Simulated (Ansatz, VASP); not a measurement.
LiGeN in VASP and in Ansatz

INCAR

```
PREC = Accurate
ENCUT = 520
EDIFF = 1E-7
ISMEAR = 0
SIGMA = 0.1
LREAL = False
LASPH = True
NELM = 100
ALGO = Normal
ISIF = 2
LWAVE = False
LCHARG = True
GGA = PE
LELF = True
LVHAR = True
NBANDS = 56
```

The input KPOINTS:

```
Automatic mesh
0
Gamma
  6 6 1
```

Contents of POSCAR:

```
LiGeN
1.0
    3.0153703257      0.0000000000      0.0000000000
   -1.5076851629      2.6113873039      0.0000000000
    0.0000000000      0.0000000000     18.8598564444
Li Ge N
4 4 4
Direct
    0.6666666667      0.3333333333      0.3708189563
    0.6666666667      0.3333333333      0.8708189563
    0.3333333333      0.6666666667      0.1208189563
    0.3333333333      0.6666666667      0.6208189563
    0.0000000000      0.0000000000      0.2492976708
    0.0000000000      0.0000000000      0.7492976708
    0.0000000000      1.0000000000      0.4992976708
    1.0000000000      1.0000000000      0.9992976708
    0.3333333333      0.6666666667      0.3022023829
    0.3333333333      0.6666666667      0.8022023829
    0.6666666667      0.3333333333      0.0522023829
    0.6666666667      0.3333333333      0.5522023829
```

Input for Ansatz:

```yaml
crystal:
  lattice:
    - [3.0153703172, 0.0, 0.0]
    - [-1.5076851586, 2.6113872965, 0.0]
    - [0.0, 0.0, 18.8598564201]
  atoms:
    - { symbol: Li, position: [0.6666666667, 0.3333333333, 0.370818956] }
    - { symbol: Li, position: [0.6666666667, 0.3333333333, 0.870818956] }
    - { symbol: Li, position: [0.3333333333, 0.6666666667, 0.120818956] }
    - { symbol: Li, position: [0.3333333333, 0.6666666667, 0.620818956] }
    - { symbol: Ge, position: [0.0, 0.0, 0.2492976707] }
    - { symbol: Ge, position: [0.0, 0.0, 0.7492976707] }
    - { symbol: Ge, position: [1.0, 0.0, 0.4992976707] }
    - { symbol: Ge, position: [1.0, 0.0, 0.9992976707] }
    - { symbol: "N", position: [0.3333333333, 0.6666666667, 0.3022023833] }
    - { symbol: "N", position: [0.3333333333, 0.6666666667, 0.8022023833] }
    - { symbol: "N", position: [0.6666666667, 0.3333333333, 0.0522023833] }
    - { symbol: "N", position: [0.6666666667, 0.3333333333, 0.5522023833] }
basis:
  ecutwfc: 420
kpoints:
  mp_grid: { grid: [6, 6, 1] }
hamiltonian:
  xc: pbe
scf:
  occupations: { method: gaussian, width: 0.1 }
  lower_state_search: "off"
output:
  forces: true
  stress: true
  eigenvalues: true
```

Alike in both runs: task single point; functional PBE; k mesh 6 × 6 × 1; occupations gaussian, width 0.1 eV; no spin polarisation.

```csv
,VASP,Ansatz
version,VASP 6.6.1,Ansatz 0.2.0
potentials or method,"VASP PAW PBE potentials, release 64 (Li_sv, Ge_d, N), cutoff 520 eV","scalar-relativistic, plane waves, PAW"
valence electrons in the cell,88,88
```

```csv
,VASP,Ansatz,Ansatz less VASP
gap on the k mesh at the Fermi level (eV),1.47,1.47,-0.001
least direct gap on the mesh (eV),2.44,2.44,+0.004
rms of the force components (eV/Å),0.006,0.002,-0.0042
```

Atom by atom the forces differ by 0.008 eV/Å (rms over components). With one functional, cell and mesh, what is left measures potentials, basis and numerics.

Noted on VASP's run: the cutoff is short for stress, so the pressure is rough.
